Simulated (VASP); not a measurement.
# ZrB (Fm-3m) in VASP: a series of runs, part 2 of 2

VASP 6.6.1. Earlier steps stand in the parts before.

## 5. Single point, HSE06

This run uses another cell than the first one, of 12.32 Å³/atom.

File POSCAR:

```
ZrB
1.0
    0.0000000000      2.3093955030      2.3093955030
    2.3093955030      0.0000000000      2.3093955030
    2.3093955030      2.3093955030      0.0000000000
Zr B
1 1
Direct
    0.0000000000      0.0000000000      0.0000000000
    0.5000000000      0.5000000000      0.5000000000
```

File INCAR.step1:

```
PREC = Accurate
ENCUT = 520
EDIFF = 1E-5
ISMEAR = -1
SIGMA = 0.05
LREAL = False
LASPH = True
NELM = 80
ALGO = Normal
ISIF = 2
LWAVE = True
LCHARG = False
GGA = PE
NBANDS = 14
```

File INCAR.step2:

```
PREC = Accurate
ENCUT = 520
EDIFF = 1E-6
ISMEAR = -1
SIGMA = 0.05
LREAL = False
LASPH = True
NELM = 80
ALGO = Normal
ISIF = 2
LWAVE = False
LCHARG = False
GGA = PE
LHFCALC = True
HFSCREEN = 0.2079
PRECFOCK = Normal
ISTART = 1
NBANDS = 14
```

File KPOINTS:

```
Automatic mesh
0
Gamma
  6 6 6
```

Potentials or basis: VASP PAW PBE potentials, release 64 (Zr_sv, B).

Command:

```
$ cat potpaw_PBE.64/Zr_sv/POTCAR potpaw_PBE.64/B/POTCAR > POTCAR
$ cp INCAR.step1 INCAR
$ mpirun -np 1 vasp_std > vasp.out
$ cp INCAR.step2 INCAR
$ mpirun -np 1 vasp_std > vasp.out
```

OUTCAR:

```text
PREC = Accurate
   ENCUT = 520
   EDIFF = 1E-6
   ISMEAR = -1
   LREAL = False
   LASPH = True
   NELM = 80
   ISIF = 2
   GGA = PE
   LHFCALC = True
   HFSCREEN = 0.2079
   PRECFOCK = Normal
   ISTART = 1

 ion  position               nearest neighbor table
   1  0.000  0.000  0.000-   2 2.31   2 2.31   2 2.31   2 2.31   2 2.31   2 2.31
   2  0.500  0.500  0.500-   1 2.31   1 2.31   1 2.31   1 2.31   1 2.31   1 2.31

  LATTYP: Found a face centered cubic cell.
 ALAT       =     4.6187910060

  Lattice vectors:

 A1 = (   0.0000000000,   2.3093955030,   2.3093955030)
 A2 = (   2.3093955030,   0.0000000000,   2.3093955030)
 A3 = (   2.3093955030,   2.3093955030,   0.0000000000)

Analysis of symmetry for initial positions (statically):
=====================================================================
 Subroutine PRICEL returns:
 Original cell was already a primitive cell.

 Routine SETGRP: Setting up the symmetry group for a
 face centered cubic supercell.

 Subroutine GETGRP returns: Found 48 space group operations
 (whereof 48 operations were pure point group operations)
 out of a pool of 48 trial point group operations.

The static configuration has the point symmetry O_h .

Analysis of symmetry for dynamics (positions and initial velocities):
=====================================================================
 Subroutine PRICEL returns:
 Original cell was already a primitive cell.

 Routine SETGRP: Setting up the symmetry group for a
 face centered cubic supercell.

 Subroutine GETGRP returns: Found 48 space group operations
 (whereof 48 operations were pure point group operations)
 out of a pool of 48 trial point group operations.

The dynamic configuration has the point symmetry O_h .

 Subroutine INISYM returns: Found 48 space group operations
 (whereof 48 operations are pure point group operations),
 and found     1 'primitive' translations

----------------------------------------------------------------------------------------

                                     Primitive cell

  volume of cell :      24.6334

  direct lattice vectors                    reciprocal lattice vectors
     0.000000000  2.309395503  2.309395503    -0.216506873  0.216506873  0.216506873
     2.309395503  0.000000000  2.309395503     0.216506873 -0.216506873  0.216506873
     2.309395503  2.309395503  0.000000000     0.216506873  0.216506873 -0.216506873

  length of vectors
     3.265978441  3.265978441  3.265978441     0.375000905  0.375000905  0.375000905

  position of ions in fractional coordinates (direct lattice)
     0.000000000  0.000000000  0.000000000
     0.500000000  0.500000000  0.500000000

  ion indices of the primitive-cell ions
   primitive index   ion index
                 1           1
                 2           2

----------------------------------------------------------------------------------------
[... 44 lines left out ...]
   number of dos      NEDOS =    301   number of ions     NIONS =      2
   total plane-waves  NPLWV =  13824
   dimension x,y,z NGX =    24 NGY =   24 NGZ =   24
   dimension x,y,z NGXF=    48 NGYF=   48 NGZF=   48
   ions per type =               1   1
   NGX,Y,Z   is equivalent  to a cutoff of  12.22, 12.22, 12.22 a.u.
   NGXF,Y,Z  is equivalent  to a cutoff of  24.43, 24.43, 24.43 a.u.
 SYSTEM =  unknown system
   PREC   = accura    normal or accurate (medium, high low for compatibility)
   ISTART =      1    job   : 0-new  1-cont  2-samecut
   ICHARG =      0    charge: 1-file 2-atom 10-const
   ISPIN  =      1    spin polarized calculation?
   LNONCOLLINEAR =      F non collinear calculations
   LSORBIT =      F    spin-orbit coupling
   LASPH  =      T    aspherical Exc in radial PAW
   ENCUT  =  520.0 eV  38.22 Ry    6.18 a.u.   6.07  6.07  6.07*2*pi/ulx,y,z
   NELM   =     80;   NELMIN=  2; NELMDL=  0     # of ELM steps
   EDIFF  = 0.1E-05   stopping-criterion for ELM
   LREAL  =      F    real-space projection
   EDIFFG = 0.1E-04   stopping-criterion for IOM
   NSW    =      0    number of steps for IOM
   IBRION =     -1    ionic relax: 0-MD 1-quasi-New 2-CG
   NFREE  =      0    steps in history (QN), initial steepest desc. (CG)
   ISIF   =      2    stress and relaxation
   ISYM   =      3    0-nonsym 1-usesym 2-fastsym
   POTIM  = 0.5000    time-step for ionic-motion
   TEBEG  =    0.0;   TEEND  =   0.0 temperature during run
   PSTRESS=    0.0 pullay stress
   NELECT =      15.0000    total number of electrons
   NUPDOWN=      -1.0000    fix difference up-down
   EMIN   =  10.00;   EMAX   =-10.00  energy-range for DOS
   EFERMI =   0.00;   METHOD = LEGACY
   ISMEAR =    -1;   SIGMA  =   0.05  broadening in eV -4-tet -1-fermi 0-gaus
   EFERMI_NEDOS =   21; number of points for ismear=-14 and -15
   IALGO  =     38    algorithm
   IMIX   =      1    mixing-type and parameters
     AMIX     =   0.40;   BMIX     =  1.00
     AMIX_MAG =   1.60;   BMIX_MAG =  1.00
  volume/ion in A,a.u.               =      12.32        83.12
  Fermi-wavevector in a.u.,A,eV,Ry     =   1.387598  2.622180 26.197034  1.925428
  Thomas-Fermi vector in A             =   2.511804
   LORBIT       =      0    0 simple, 1 ext, 2 COOP (PROOUT), +10 PAW based schemes
   GGA     = PE    functional components
   LHFCALC =     T    Hartree Fock is set to
   PRECFOCK=normal    Normal, Fast or Accurate (Low or Medium for compatibility)
   ENCUT4O =  -1.0   cutoff for four orbital integrals eV
   NKREDX  =     1    reduce k-point grid by
   NKREDY  =     1    reduce k-point grid by
   NKREDZ  =     1    reduce k-point grid by
   AEXX    =    0.2500 exact exchange contribution
   HFSCREEN=    0.2079 screening length (either q_TF or 0.3 A-1)
   HFSCREENC=   0.2079 screening length for correlation (either q_TF or 0.3 A-1)
   ENCUTFOCK=  -1.0 apply spherical cutoff to Coloumb kernel
   IVDW    =     0    specifies the selected vdW correction
   LEPSILON=     F    determine dielectric tensor
   LRPA    =     F    only Hartree local field effects (RPA)
 non-spin polarized calculation
  energy-cutoff  :      520.00
  volume of cell :       24.63
 maximum number of plane-waves:       680
  NGX = 20; NGY = 20; NGZ = 20

 number of electron      15.0000000 magnetization

 Free energy of the ion-electron system (eV)
  ---------------------------------------------------
  ext. energy  EPLUGINS =         0.00000000
  ---------------------------------------------------
  free energy    TOTEN  =       -17.55075286 eV

  energy without entropy =      -17.53786126  energy(sigma->0) =      -17.54430706

 E-fermi :   8.8539     XC(G=0): -10.0827

 val. band max:        8.8022254428   @ k =  -0.3333   0.5000   0.1667
 cond. band min:       9.5149205163   @ k =   0.1667   0.0000   0.0000
 fundamental gap:      0.7126950735
 Fermi energy:         8.8538588303

 k-point     1 :       0.0000    0.0000    0.0000
  band No.  band energies     occupation
      1     -41.0697      2.00000
      2     -17.3844      2.00000
      3     -17.3844      2.00000
      4     -17.3843      2.00000
      5      -0.7141      2.00000
      6      11.6416      0.00000
      7      11.6416      0.00000
      8      11.6416      0.00000
      9      13.4283      0.00000
     10      13.4283      0.00000
     11      13.5139      0.00000
     12      13.5139      0.00000
     13      13.5139      0.00000
     14      21.0234      0.00000
[... 241 lines left out ...]
      1     -40.8716      2.00000
      2     -18.2651      2.00000
      3     -17.9402      2.00000
      4     -17.7857      2.00000
      5       2.1815      2.00000
      6       7.6549      2.00000
      7       7.9993      2.00000
      8       8.8022      1.47487
      9      13.6835      0.00000
     10      16.4609      0.00000
     11      17.2704      0.00000
     12      17.9980      0.00000
     13      20.7358      0.00000
     14      25.5627      0.00000

------------------------ aborting loop because EDIFF is reached ----------------------------------------

  FORCE on cell =-STRESS in cart. coord.  units (eV):
  Direction    XX          YY          ZZ          XY          YZ          ZX
  --------------------------------------------------------------------------------------
  -------------------------------------------------------------------------------------
  Total        6.1565592      6.1565592      6.1565592      0.0000000      0.0000000     -0.0000000
  in kB      400.4273189    400.4273189    400.4273189      0.0000000      0.0000000     -0.0000000
  external PRESSURE =     400.4273189 kB  Pullay stress =       0.0000000 kB

 VOLUME and BASIS-vectors are now :
 -----------------------------------------------------------------------------
  energy-cutoff  :      520.00
  volume of cell :       24.63
      direct lattice vectors                 reciprocal lattice vectors
     0.000000000  2.309395503  2.309395503    -0.216506873  0.216506873  0.216506873
     2.309395503  0.000000000  2.309395503     0.216506873 -0.216506873  0.216506873
     2.309395503  2.309395503  0.000000000     0.216506873  0.216506873 -0.216506873

 POSITION                                       TOTAL-FORCE (eV/Angst)
 -----------------------------------------------------------------------------------
      0.00000      0.00000      0.00000        -0.000000     -0.000000     -0.000000
      2.30940      2.30940      2.30940         0.000000      0.000000      0.000000
 -----------------------------------------------------------------------------------
    total drift:                                0.000000      0.000000      0.000000

  FREE ENERGIE OF THE ION-ELECTRON SYSTEM (eV)
  ---------------------------------------------------
  free  energy   TOTEN  =       -17.5507528579 eV

  energy  without entropy=      -17.5378612557  energy(sigma->0) =      -17.54430706
```

It took 30 min on 1 thread of AMD EPYC 7R43 (Zen 3), shared host; peak memory 0.21 GiB.

Results:

| Quantity | Value |
| --- | --- |
| Free energy | -17.5508 eV |
| Pressure | 40.0 GPa |
| Band gap on the k mesh | zero (an odd number of electrons rules out a gap without spin polarisation) |

Levels at points of the mesh, in eV from the Fermi level:
```csv
k point,band 5,band 6,band 7,band 8,band 9,band 10,band 11,band 12
"(0.00, 0.00, 0.00)",-9.57,2.79,2.79,2.79,4.57,4.57,4.66,4.66
"(0.50, 0.00, 0.00)",-4.75,-4.18,-1.48,-1.48,7.12,7.12,8.86,9.18
"(0.50, 0.50, 0.00)",-7.47,-1.07,-0.47,3.16,3.16,6.57,8.41,8.41
```

Caveat: the k points lie up to 0.39 Å⁻¹ apart, too coarse for converged energies and pressures of a metal; the PAW data sets were made with another functional, which shifts forces and pressure a little; an odd number of electrons without spin polarisation forces a metal; a magnetic or distorted state may lie lower.

## 6. Single point, HSE06

File POSCAR:

```
ZrB
1.0
    0.0000000000      2.3250000000      2.3250000000
    2.3250000000      0.0000000000      2.3250000000
    2.3250000000      2.3250000000      0.0000000000
Zr B
1 1
Direct
    0.0000000000      0.0000000000      0.0000000000
    0.5000000000      0.5000000000      0.5000000000
```

File INCAR.step1:

```
SYSTEM = ZrB
PREC = Accurate ; ENCUT = 520
EDIFF = 1E-5 ; ISMEAR = -1
SIGMA = 0.05 ; LREAL = .False.
LASPH = .True. ; NELM = 100
ALGO = Normal ; ISIF = 2
LWAVE = .True. ; NBANDS = 14
GGA = PE
```

File INCAR.step2:

```
SYSTEM = ZrB
PREC = Accurate ; ENCUT = 520
EDIFF = 1E-6 ; ISMEAR = -1
SIGMA = 0.05 ; LREAL = .False.
LASPH = .True. ; NELM = 100
ALGO = Normal ; ISIF = 2
LWAVE = .False. ; LCHARG = .True.
GGA = PE ; LHFCALC = .True.
HFSCREEN = 0.2079 ; PRECFOCK = Normal
LELF = .True. ; LVHAR = .True.
NBANDS = 14 ; ISTART = 1
```

File KPOINTS:

```
Automatic mesh
0
Gamma
  6 6 6
  0 0 0
```

Potentials or basis: VASP PAW PBE potentials, release 64 (Zr_sv, B).

Command:

```
$ cat potpaw_PBE.64/Zr_sv/POTCAR potpaw_PBE.64/B/POTCAR > POTCAR
$ cp INCAR.step1 INCAR
$ mpirun -np 1 vasp_std > vasp.out
$ cp INCAR.step2 INCAR
$ mpirun -np 1 vasp_std > vasp.out
```

It took 40 min on 1 thread of AMD EPYC 7R43 (Zen 3), shared host; peak memory 0.21 GiB.

The run converged. Its results:

```
Free energy            : -17.6672 eV
Pressure               : 34.0 GPa
Band gap on the k mesh : zero (an odd number of electrons rules out a gap without spin polarisation)
```

Levels at points of the mesh, in eV from the Fermi level:
| k point | band 6 | band 7 | band 8 | band 9 | band 10 | band 11 |
| --- | --- | --- | --- | --- | --- | --- |
| (0.00, 0.00, 0.00) | 2.77 | 2.77 | 2.77 | 4.50 | 4.50 | 4.61 |
| (0.50, 0.00, 0.00) | -4.27 | -1.43 | -1.43 | 6.99 | 6.99 | 8.68 |
| (0.50, 0.50, 0.00) | -1.00 | -0.55 | 3.08 | 3.08 | 6.44 | 8.24 |

Caveat: the k points lie up to 0.39 Å⁻¹ apart, too coarse for converged energies and pressures of a metal; the PAW data sets were made with another functional, which shifts forces and pressure a little; an odd number of electrons without spin polarisation forces a metal; a magnetic or distorted state may lie lower.

## 7. Summary

| level | potentials or basis | U | cell | k mesh | cutoff (eV) | grid for exact exchange (PRECFOCK) | share of exact exchange | screening parameter | gap on the mesh (eV) | pressure (GPa) |
| --- | --- | --- | --- | --- | --- | --- | --- | --- | --- | --- |
| PBEsol+U | VASP PAW PBE potentials, release 64 (Zr_sv, B_h) | Zr d U = 4.0 eV | a = 3.288 Å, angles 60.0°, 2 atoms | 10 × 10 × 10 | 1230 | - | - | - | none | 42.7 |
| PBEsol+U | VASP PAW PBE potentials, release 64 (Zr_sv, B_h) | Zr d U = 5.0 eV | a = 3.288 Å, angles 60.0°, 2 atoms | 10 × 10 × 10 | 1230 | - | - | - | none | 46.2 |
| LDA+U | VASP PAW LDA potentials, release 64 (Zr_sv, B_h) | Zr d U = 3.0 eV | a = 3.443 Å, angles 60.0°, 2 atoms | 10 × 10 × 10 | 1230 | - | - | - | none | 3.1 |
| HSE06 | VASP PAW PBE potentials, release 64 (Zr_sv, B) | - | a = 3.266 Å, angles 60.0°, 2 atoms | 6 × 6 × 6 | 520 | Normal | 0.25 | 0.2079 1/Å | none | 40.0 |
| HSE06 | VASP PAW PBE potentials, release 64 (Zr_sv, B) | - | a = 3.288 Å, angles 60.0°, 2 atoms | 6 × 6 × 6 | 520 | Normal | 0.25 | 0.2079 1/Å | none | 34.0 |

Alike in all rows: task single point; no spin polarisation; smearing fermi-dirac 0.05 eV.

Caveats: some runs use coarse meshes; an odd number of electrons without spin polarisation forces a metal; a magnetic or distorted state may lie lower; the PAW data sets were made with another functional, which shifts forces and pressure a little (at least some runs); the cell stands under pressure (at least some runs); U without spin polarisation on a metal has little footing (at least some runs); the U is typed as a test and isn't derived for this compound (at least some runs).

Absolute energies hang on the potentials; compare differences alone.

The gap in the log of VASP goes by the Fermi energy; the results here count the filled bands.